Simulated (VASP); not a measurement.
Wanted: the native input for a VASP 6.6.1 run.

```yaml
Task: single point
Functional: PBEsol
Dispersion: D3(BJ)
Potentials_or_basis: VASP PAW PBE potentials, release 64 (W_sv, S)
Cutoff: 520 eV
k_mesh: 12 × 12 × 4
Occupations: gaussian, width 0.05 eV
Spin: no spin polarisation
Dipole_correction: no
Further_INCAR_settings: ALGO = Normal; EDIFF = 1e-06; NBANDS = 35
```

The structure of WS2 lies in POSCAR:

```
WS2
1.0
    3.2025120103      0.0000000000      0.0000000000
   -1.6012560051      2.7734567569      0.0000000000
    0.0000000000      0.0000000000     11.1357098136
W S
2 4
Direct
    0.3333333333      0.6666666667      0.2500000000
    0.6666666667      0.3333333333      0.7500000000
    0.3333333333      0.6666666667      0.6164531912
    0.6666666667      0.3333333333      0.1164531912
    0.3333333333      0.6666666667      0.8835468088
    0.6666666667      0.3333333333      0.3835468088
```

This cell differs from its parent crystal: ratio of the length along z to the lengths across it x 0.92, volume and fractional coordinates fixed.

The input as run:

INCAR

```
SYSTEM = WS2
ALGO = Normal
EDIFF = 1E-6
ENCUT = 520
GGA = PS
ISIF = 2
ISMEAR = 0
IVDW = 12
LASPH = .TRUE.
LCHARG = .FALSE.
LREAL = .FALSE.
LWAVE = .FALSE.
NBANDS = 35
NELM = 80
PREC = Accurate
SIGMA = 0.05
```

KPOINTS

```
k-points
0
G
  12 12 4
  0 0 0
```

Potentials or basis: VASP PAW PBE potentials, release 64 (W_sv, S).

The run is started by

```console
$ cat potpaw_PBE.64/W_sv/POTCAR potpaw_PBE.64/S/POTCAR > POTCAR
$ mpirun -np 1 vasp_std > vasp.out
```

It gave:

| Property | Result |
| --- | --- |
| Pressure | 1.8 GPa |
| Largest force | 0.990 eV/Å |
| Band gap on the k mesh | 0.20 eV (least direct gap 1.39 eV) |
| Dispersion energy per atom | -0.417 eV |

Caveat: the PAW data sets were made with another functional, which shifts forces and pressure a little; spin-orbit coupling is left out, which moves the levels of the heavy elements.

It took 2.5 min on 1 thread of Intel(R) Xeon(R) Platinum 8259CL CPU @ 2.50GHz (Skylake/Cascade Lake), on a shared host, peak memory 0.31 GiB.
